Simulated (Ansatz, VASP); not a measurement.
Two plane-wave programs on CdF2

File INCAR:

```
ALGO = Normal
EDIFF = 1E-6
EDIFFG = -0.01
ENCUT = 600
GGA = RP
IBRION = 2
ISIF = 3
ISMEAR = -1
IVDW = 13
LASPH = True
LCHARG = False
LREAL = False
LWAVE = False
NELM = 100
NSW = 60
PREC = Accurate
SIGMA = 0.05
```

KPOINTS

```
k-points
0
Gamma
  9 9 9
```

The input POSCAR:

```
CdF2
1.0
    0.0000000000      2.6940000000      2.6940000000
    2.6940000000      0.0000000000      2.6940000000
    2.6940000000      2.6940000000      0.0000000000
Cd F
1 2
Direct
    0.0000000000      0.0000000000      0.0000000000
    0.7500000000      0.7500000000      0.7500000000
    0.2500000000      0.2500000000      0.2500000000
```

The input input.yaml:

```yaml
crystal:
  lattice:
    - [0.0, 2.694, 2.694]
    - [2.694, 0.0, 2.694]
    - [2.694, 2.694, 0.0]
  atoms:
    - { symbol: Cd, position: [0.0, 0.0, 0.0] }
    - { symbol: F, position: [0.75, 0.75, 0.75] }
    - { symbol: F, position: [0.25, 0.25, 0.25] }
hamiltonian:
  xc: rpbe
  pseudopotentials: { kind: paw }
  dispersion: d4
kpoints:
  mp_grid: { grid: [9, 9, 9] }
scf:
  occupations: { method: fermi_dirac, width: 0.05 }
output:
  forces: true
  stress: true
relax:
  f_tol: 0.01
  max_steps: 40
  cell: { stress_tol: 0.05 }
```

Alike in both runs: task relaxation of cell and atoms; functional RPBE; dispersion D4; k mesh 9 × 9 × 9; occupations fermi-dirac, width 0.05 eV; no spin polarisation.

|  | VASP | Ansatz |
| --- | --- | --- |
| version | VASP 6.6.1 | Ansatz 0.2.0 |
| potentials or method | VASP PAW PBE potentials, release 64 (Cd, F) | Ansatz PAW |
| plane-wave cutoff (eV) | 600 | 420 |
| valence electrons in the cell | 26 | 34 |

Ansatz gave:

```
relaxed volume (Å³/atom)                                     : 13.77
relaxed cell length with the largest relative difference (Å) : 3.880
```

**Question.** Estimate VASP's values.

**Answer.** Relaxed volume (Å³/atom): 13.83; relaxed cell length with the largest relative difference (Å): 3.885.

VASP's potentials were made for PBE, not for RPBE. VASP's potentials hold 26 valence electrons a cell and Ansatz's 34, so a difference there can come from the potentials and not from the codes.

Noted on Ansatz's run: odd divisions of the mesh miss points on the zone boundary, where band edges often lie, so the gap on the mesh can be too wide; the plane-wave basis is chosen anew once the cell has moved, so the energies of steps on either side of that aren't comparable.
